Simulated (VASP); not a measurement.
Ti3Al:

```
CELL_PARAMETERS angstrom
3.88121 0.00000 0.00000
0.00000 3.88121 0.00000
0.00000 0.00000 3.88121
ATOMIC_POSITIONS crystal
Ti 0.00000 0.50000 0.50000
Ti 0.50000 0.00000 0.50000
Ti 0.50000 0.50000 0.00000
Al 0.00000 0.00000 0.00000
```

The cell was generated, and may not be a known phase.

| Property | Result |
| --- | --- |
| Program | VASP 6.6.1 |
| Task | relaxation of cell and atoms |
| Functional | PBE |
| Potentials or basis | VASP PAW PBE potentials, release 64 (Ti_sv, Al) |
| Cutoff | 600 eV |
| k mesh | 4 × 4 × 4 |
| Occupations | gaussian, width 0.1 eV |
| Spin | no spin polarisation |

At the start: pressure 18.1 GPa; volume 14.62 Å³/atom.

Where does the relaxation end?

Over 3 steps the energy falls by 100.8 meV/atom and the volume is 16.62 Å³/atom (+13.7 %); space group Pm-3m (No. 221, to 0.1 Å) before and after.

Step by step:
```
step  energy change (eV)  largest force (eV/Å)  pressure (GPa)  volume (Å³)
   1              0.0000                0.0000           18.05        58.47
   2             -0.1763                0.0000           -9.37        73.54
   3             -0.4034                0.0000           -0.14        66.47
```

Final structure:
```
CELL_PARAMETERS angstrom
4.05081 0.00000 0.00000
0.00000 4.05081 0.00000
0.00000 0.00000 4.05081
ATOMIC_POSITIONS crystal
Ti 0.00000 0.50000 0.50000
Ti 0.50000 0.00000 0.50000
Ti 0.50000 0.50000 0.00000
Al 0.00000 0.00000 0.00000
```

Caveat: the k points lie up to 0.39 Å⁻¹ apart in the final cell, too coarse for converged energies and pressures of a metal.
